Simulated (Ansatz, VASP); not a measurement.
# Li in VASP and in Ansatz

```
Li
1.0
     1.58091    0.91274    7.73713
    -1.58091    0.91274    7.73713
     0.00000   -1.82548    7.73713
Li
3
Direct
  0.00000 0.00000 0.00000
  0.22200 0.22200 0.22200
  0.77800 0.77800 0.77800
```

Change from the starting cell: volume scaled by 1.06, PAW files.

Alike in both runs: task electric field gradients; functional PBEsol; k mesh 12 × 12 × 12; occupations fermi-dirac, width 0.05 eV; no spin polarisation.

|  | VASP | Ansatz |
| --- | --- | --- |
| version | VASP 6.6.1 | Ansatz 0.2.0 |
| potentials or method | VASP PAW PBE potentials, release 64 (Li_sv) | PAW with Ansatz's default frozen-core files, scalar-relativistic |
| plane-wave cutoff (eV) | 520 | 420 |
| valence electrons in the cell | 9 | 9 |

```csv
,VASP,Ansatz,Ansatz less VASP
rms of the force components (eV/Å),0.004,0.004,0.0000
```

VASP's potentials were made for PBE, not for PBEsol. Atom by atom the forces differ by 0.000 eV/Å (rms over components).

Noted on VASP's run: the cutoff is under 1.25 times that of the potentials, so the pressure is a little rough.
